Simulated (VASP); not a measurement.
# Pd (Fm-3m) in VASP: settings compared, part 2 of 2

VASP 6.6.1. Earlier steps stand in the parts before.

### 4 Single point, HSE06, non-collinear spin, zero start, spin-orbit coupling

This run uses another cell than the first one, of 14.75 Å³/atom.

Contents of POSCAR:

```
Pd
1.0
    0.0000000000      1.9465000000      1.9465000000
    1.9465000000      0.0000000000      1.9465000000
    1.9465000000      1.9465000000      0.0000000000
Pd
1
Direct
    0.0000000000      0.0000000000      0.0000000000
```

Contents of INCAR.step1:

```
SYSTEM = Pd
  ALGO = Normal
  EDIFF = 1E-5
  ENCUT = 520
  GGA = PE
  GGA_COMPAT = .False.
  ISIF = 2
  ISMEAR = -1
  LASPH = .True.
  LCHARG = .False.
  LMAXMIX = 4
  LNONCOLLINEAR = .True.
  LORBIT = 11
  LORBMOM = .True.
  LREAL = .False.
  LSORBIT = .True.
  LWAVE = .True.
  MAGMOM = 0 0 0
  NBANDS = 21
  NELM = 150
  PREC = Accurate
  SIGMA = 0.05
```

Contents of INCAR.step2:

```
SYSTEM = Pd
  ALGO = Normal
  EDIFF = 1E-7
  ENCUT = 520
  GGA = PE
  GGA_COMPAT = .False.
  HFSCREEN = 0.2079
  ISIF = 2
  ISMEAR = -1
  ISTART = 1
  LASPH = .True.
  LCHARG = .False.
  LHFCALC = .True.
  LMAXMIX = 4
  LNONCOLLINEAR = .True.
  LORBIT = 11
  LORBMOM = .True.
  LREAL = .False.
  LSORBIT = .True.
  LWAVE = .False.
  MAGMOM = 0 0 0
  NBANDS = 21
  NELM = 150
  PREC = Accurate
  PRECFOCK = Normal
  SIGMA = 0.05
```

Contents of KPOINTS:

```
k-points
0
Gamma
  5 5 5
  0 0 0
```

Potentials or basis: VASP PAW PBE potentials, release 64 (Pd).

Launch:

```bash
$ cat potpaw_PBE.64/Pd/POTCAR > POTCAR
$ cp INCAR.step1 INCAR
$ mpirun -np 1 vasp_ncl > vasp.out
$ cp INCAR.step2 INCAR
$ mpirun -np 1 vasp_ncl > vasp.out
```

OUTCAR:

```text
SYSTEM = Pd
   EDIFF = 1E-7
   ENCUT = 520
   GGA = PE
   HFSCREEN = 0.2079
   ISIF = 2
   ISMEAR = -1
   ISTART = 1
   LASPH = .True.
   LHFCALC = .True.
   LNONCOLLINEAR = .True.
   LORBIT = 11
   LREAL = .False.
   LSORBIT = .True.
   NELM = 150
   PREC = Accurate
   PRECFOCK = Normal

 ion  position               nearest neighbor table
   1  0.000  0.000  0.000-

  LATTYP: Found a face centered cubic cell.
 ALAT       =     3.8930000000

  Lattice vectors:

 A1 = (   0.0000000000,   1.9465000000,   1.9465000000)
 A2 = (   1.9465000000,   0.0000000000,   1.9465000000)
 A3 = (   1.9465000000,   1.9465000000,   0.0000000000)

Analysis of symmetry for initial positions (statically):
=====================================================================
 Subroutine PRICEL returns:
 Original cell was already a primitive cell.

 Routine SETGRP: Setting up the symmetry group for a
 face centered cubic supercell.

 Subroutine GETGRP returns: Found 48 space group operations
 (whereof 48 operations were pure point group operations)
 out of a pool of 48 trial point group operations.

The static configuration has the point symmetry O_h .

Analysis of symmetry for dynamics (positions and initial velocities):
=====================================================================
 Subroutine PRICEL returns:
 Original cell was already a primitive cell.

 Routine SETGRP: Setting up the symmetry group for a
 face centered cubic supercell.

 Subroutine GETGRP returns: Found 48 space group operations
 (whereof 48 operations were pure point group operations)
 out of a pool of 48 trial point group operations.

The dynamic configuration has the point symmetry O_h .
[... 402 lines left out ...]
  -------------------------------------------------------------------------------------
  Total        0.7130748      0.7130748      0.7130748     -0.0000000      0.0000000     -0.0000000
  in kB       77.4555320     77.4555320     77.4555320     -0.0000000      0.0000000     -0.0000000
  external PRESSURE =      77.4555320 kB  Pullay stress =       0.0000000 kB

 VOLUME and BASIS-vectors are now :
 -----------------------------------------------------------------------------
  energy-cutoff  :      520.00
  volume of cell :       14.75
      direct lattice vectors                 reciprocal lattice vectors
     0.000000000  1.946500000  1.946500000    -0.256871307  0.256871307  0.256871307
     1.946500000  0.000000000  1.946500000     0.256871307 -0.256871307  0.256871307
     1.946500000  1.946500000  0.000000000     0.256871307  0.256871307 -0.256871307

 POSITION                                       TOTAL-FORCE (eV/Angst)
 -----------------------------------------------------------------------------------
      0.00000      0.00000      0.00000        -0.000000     -0.000000     -0.000000
 -----------------------------------------------------------------------------------
    total drift:                               -0.000000      0.000000      0.000000

  FREE ENERGIE OF THE ION-ELECTRON SYSTEM (eV)
  ---------------------------------------------------
  free  energy   TOTEN  =        -5.9224692858 eV

  energy  without entropy=       -5.9133988324  energy(sigma->0) =       -5.91793406

 orbital moment (x)

 # of ion     p       d       tot
 ----------------------------------------
  1         0.000   0.000   0.000
 ----------------------------------------
            0.000   0.000   0.000

 orbital moment (y)

 # of ion     p       d       tot
 ----------------------------------------
  1         0.000   0.000   0.000
 ----------------------------------------
            0.000   0.000   0.000

 orbital moment (z)

 # of ion     p       d       tot
 ----------------------------------------
  1         0.000   0.000   0.000
 ----------------------------------------
            0.000   0.000   0.000

 Spin-Orbit-Coupling matrix elements

 Ion:    1  E_soc:     -0.1166495
 l=   1
     0.0000000    -0.0025716    -0.0025716
    -0.0025716     0.0000000    -0.0025716
    -0.0025716    -0.0025716     0.0000000
 l=   2
     0.0000000    -0.0053416     0.0000000    -0.0053416    -0.0115284
    -0.0053416     0.0000000    -0.0086463    -0.0053416    -0.0028821
     0.0000000    -0.0086463     0.0000000    -0.0086463     0.0000000
    -0.0053416    -0.0053416    -0.0086463     0.0000000    -0.0028821
    -0.0115284    -0.0028821     0.0000000    -0.0028821     0.0000000
 l=   3
     0.0000000     0.0000000     0.0000000     0.0000000     0.0000000     0.0000000     0.0000000
     0.0000000     0.0000000     0.0000000     0.0000000     0.0000000     0.0000000     0.0000000
     0.0000000     0.0000000     0.0000000     0.0000000     0.0000000     0.0000000     0.0000000
     0.0000000     0.0000000     0.0000000     0.0000000     0.0000000     0.0000000     0.0000000
     0.0000000     0.0000000     0.0000000     0.0000000     0.0000000     0.0000000     0.0000000
     0.0000000     0.0000000     0.0000000     0.0000000     0.0000000     0.0000000     0.0000000
     0.0000000     0.0000000     0.0000000     0.0000000     0.0000000     0.0000000     0.0000000

 total charge

# of ion       s       p       d       tot
------------------------------------------
    1        0.504   0.405   8.678   9.586

 magnetization (x)

# of ion       s       p       d       tot
------------------------------------------
    1        0.000  -0.000   0.000   0.000

 magnetization (y)

# of ion       s       p       d       tot
------------------------------------------
    1        0.000   0.000   0.000   0.000

 magnetization (z)

# of ion       s       p       d       tot
------------------------------------------
    1        0.000  -0.000  -0.000  -0.000
```

Run time: 15 min. Hardware: 1 thread of Intel Xeon 8259CL, shared host; peak memory 0.24 GiB.

Results:

* Free energy: -5.9225 eV
* Pressure: 7.7 GPa
* Net moment: 0.00 μB per cell
* Valence electrons inside the program's atomic spheres: Pd 9.59

Moments on the atoms (μB; x, y, z):
```
Pd  0.00 0.00 0.00
```

Caveat: the k points lie up to 0.56 Å⁻¹ apart; the PAW data sets were made with another functional, which shifts forces and pressure a little.

### 5 Single point, PBE0

This run uses another cell than the first one, of 13.87 Å³/atom.

Contents of POSCAR:

```
Pd
1.0
    0.0000000000      1.9067643606      1.9067643606
    1.9067643606      0.0000000000      1.9067643606
    1.9067643606      1.9067643606      0.0000000000
Pd
1
Direct
    0.0000000000      0.0000000000      0.0000000000
```

Contents of INCAR.step1:

```
SYSTEM = Pd
PREC     = Accurate       ! precision mode
ENCUT    = 520            ! plane-wave cutoff, eV
EDIFF    = 1E-5           ! SCF threshold, eV
ISMEAR   = -1             ! smearing method
SIGMA    = 0.05           ! smearing width, eV
LREAL    = .FALSE.        ! projectors in reciprocal space
LASPH    = .TRUE.         ! aspherical terms in the spheres
NELM     = 60             ! most SCF steps
ALGO     = Normal         ! electronic algorithm
ISIF     = 2              ! what is computed and relaxed
LWAVE    = .TRUE.         ! write WAVECAR
LCHARG   = .FALSE.        ! write CHGCAR
NBANDS   = 11             ! bands
GGA      = PE             ! functional
```

Contents of INCAR.step2:

```
SYSTEM = Pd
PREC     = Accurate       ! precision mode
ENCUT    = 520            ! plane-wave cutoff, eV
EDIFF    = 1E-7           ! SCF threshold, eV
ISMEAR   = -1             ! smearing method
SIGMA    = 0.05           ! smearing width, eV
LREAL    = .FALSE.        ! projectors in reciprocal space
LASPH    = .TRUE.         ! aspherical terms in the spheres
NELM     = 60             ! most SCF steps
ALGO     = Normal         ! electronic algorithm
ISIF     = 2              ! what is computed and relaxed
LWAVE    = .FALSE.        ! write WAVECAR
LCHARG   = .FALSE.        ! write CHGCAR
GGA      = PE             ! functional
LHFCALC  = .TRUE.         ! exact exchange
AEXX     = 0.25           ! exact-exchange fraction
PRECFOCK = Normal       
NBANDS   = 11             ! bands
ISTART   = 1
```

Contents of KPOINTS:

```
Automatic mesh
0
G
  8 8 8
  0 0 0
```

Launch:

```bash
$ cat potpaw_PBE.64/Pd/POTCAR > POTCAR
$ cp INCAR.step1 INCAR
$ mpirun -np 1 vasp_std > vasp.out
$ cp INCAR.step2 INCAR
$ mpirun -np 1 vasp_std > vasp.out
```

Run time: 36 min. Hardware: 1 thread of Intel Xeon Platinum 8375C at 2.90GHz (Ice Lake), shared host; peak memory 0.14 GiB.

The run converged. Its results:

| Quantity | Value |
| --- | --- |
| Free energy | -6.4573 eV |
| Pressure | 17.0 GPa |
| Band gap on the k mesh | zero (bands 5 and 6 overlap by 2.97 eV) |

Levels at points of the mesh, in eV from the Fermi level:
```
           k point  band 2  band 3  band 4  band 5  band 6  band 7  band 8  band 9
(0.00, 0.00, 0.00)   -3.93   -3.93   -3.93   -2.12   -2.12   19.27   24.61   24.61
(0.50, 0.00, 0.00)   -4.08   -4.08   -0.37   -0.37    1.85    9.83   18.57   24.13
(0.50, 0.50, 0.00)   -6.66   -0.62    0.79    0.79    4.69   13.57   15.61   15.61
```

Caveat: the cell stands under pressure; the PAW data sets were made with another functional, which shifts forces and pressure a little.

### 6 The runs side by side

| level | spin | cell | k mesh | screening parameter | gap on the mesh (eV) | pressure (GPa) |
| --- | --- | --- | --- | --- | --- | --- |
| HSE06 | off | a = 2.716 Å, angles 60.0°, 1 atom | 8 × 8 × 8 | 0.2079 1/Å | none | 11.7 |
| PBE-based screened hybrid with 25 % exact exchange | off | a = 2.753 Å, angles 60.0°, 1 atom | 6 × 6 × 6 | 0.3 1/Å | none | 1.8 |
| HSE06 | non-collinear, zero start, SOC | a = 2.753 Å, angles 60.0°, 1 atom | 5 × 5 × 5 | 0.2079 1/Å | - | 7.7 |
| PBE0 | off | a = 2.697 Å, angles 60.0°, 1 atom | 8 × 8 × 8 | - | none | 17.0 |

Alike in all rows: task single point; potentials or basis VASP PAW PBE potentials, release 64 (Pd); cutoff (eV) 520; smearing fermi-dirac 0.05 eV.

Caveats: some runs use coarse meshes; the PAW data sets were made with another functional, which shifts forces and pressure a little; the cell stands under pressure (at least some runs).

Total energies depend on the potentials used, so only differences within one code and one set of settings carry meaning.
